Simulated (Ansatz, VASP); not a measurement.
Ti3Al in VASP and in Ansatz

The input INCAR:

```
  PREC = Accurate
  ENCUT = 520
  EDIFF = 1E-6
  ISMEAR = 0
  SIGMA = 0.15
  LREAL = F
  LASPH = T
  NELM = 80
  ALGO = Fast
  ISIF = 2
  LWAVE = F
  LCHARG = F
  GGA = PE
  NBANDS = 28
```

Contents of KPOINTS:

```
Automatic mesh
0
Gamma
  15 15 6
```

File POSCAR:

```
Ti3Al
1.0
    2.8555218141      0.0000000000      0.0000000000
   -1.4277609070      2.4729544320      0.0000000000
    0.0000000000      0.0000000000      9.7176262854
Ti Al
3 1
Direct
    0.6666666667      0.3333333333      0.0000000000
    0.3333333333      0.6666666667      0.7504575700
    0.3333333333      0.6666666667      0.2495424300
    0.6666666667      0.3333333333      0.5000000000
```

Input for Ansatz:

```yaml
crystal:
  lattice:
    - [2.8555218141, 0.0, 0.0]
    - [-1.427760907, 2.472954432, 0.0]
    - [0.0, 0.0, 9.7176262854]
  atoms:
    - { symbol: Ti, position: [0.6666666667, 0.3333333333, 0.0] }
    - { symbol: Ti, position: [0.3333333333, 0.6666666667, 0.75045757] }
    - { symbol: Ti, position: [0.3333333333, 0.6666666667, 0.24954243] }
    - { symbol: Al, position: [0.6666666667, 0.3333333333, 0.5] }
basis:
  ecutwfc: 520.0
kpoints:
  mp_grid: { grid: [15, 15, 6] }
hamiltonian:
  xc: pbe
  pseudopotentials: { kind: paw, azcp: { folder: soft_1 } }
scf:
  occupations: { method: gaussian, width: 0.15 }
output:
  forces: true
  stress: true
  eigenvalues: true
```

Alike in both runs: task single point; functional PBE; k mesh 15 × 15 × 6; occupations gaussian, width 0.15 eV; no spin polarisation.

```csv
,VASP,Ansatz
version,VASP 6.6.1,Ansatz 0.2.0
potentials or method,"VASP PAW PBE potentials, release 64 (Ti_sv, Al), cutoff 520 eV","scalar-relativistic, plane waves, PAW"
valence electrons in the cell,39,39
```

```csv
,VASP,Ansatz,Ansatz less VASP
gap on the k mesh at the Fermi level (eV),none,none,-
pressure (GPa),-0.4,-0.2,+0.16
"traceless stress, the component that is largest in VASP (GPa)",-6.91,-6.95,-0.044
rms of the force components (eV/Å),0.078,0.081,+0.0031
```

Atom by atom the forces differ by 0.003 eV/Å (rms over components). A gap of «none» marks a metal or a gap that the smearing closes.
